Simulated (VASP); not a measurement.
Crystal: InP.

```
CELL_PARAMETERS angstrom
0.00000 2.87068 2.87068
2.87068 0.00000 2.87068
2.87068 2.87068 0.00000
ATOMIC_POSITIONS crystal
In 0.00000 0.00000 0.00000
P 0.75000 0.75000 0.75000
```

Base run:

```yaml
Program: VASP 6.6.1
Functional: r2SCAN
Dispersion: D4
Potentials_or_basis: VASP PAW PBE potentials, release 64 (In_d, P)
Cutoff: 520 eV
k_mesh: 8 × 8 × 8
Occupations: fermi-dirac, width 0.05 eV
Spin: no spin polarisation
```

Its results: band gap on the k mesh 1.53 eV, direct; pressure 6.1 GPa.

Task: After a change of settings the same cell gave: band gap on the k mesh 1.05 eV, direct; pressure 6.0 GPa. Which change was it?
A. functional from r2SCAN to PBE exchange alone; dispersion from D4 to none
B. functional from r2SCAN to PBEsol
C. functional from r2SCAN to SVWN5; dispersion from D4 to none
D. functional from r2SCAN to PBE

Result: D.

r2SCAN gives the wider gap, since meta-GGAs in the generalised Kohn-Sham scheme recover part of the derivative discontinuity.

Caveats: spin-orbit coupling is left out, which moves the levels of the heavy elements; the PAW data sets were made with another functional, which shifts forces and pressure a little (some runs).
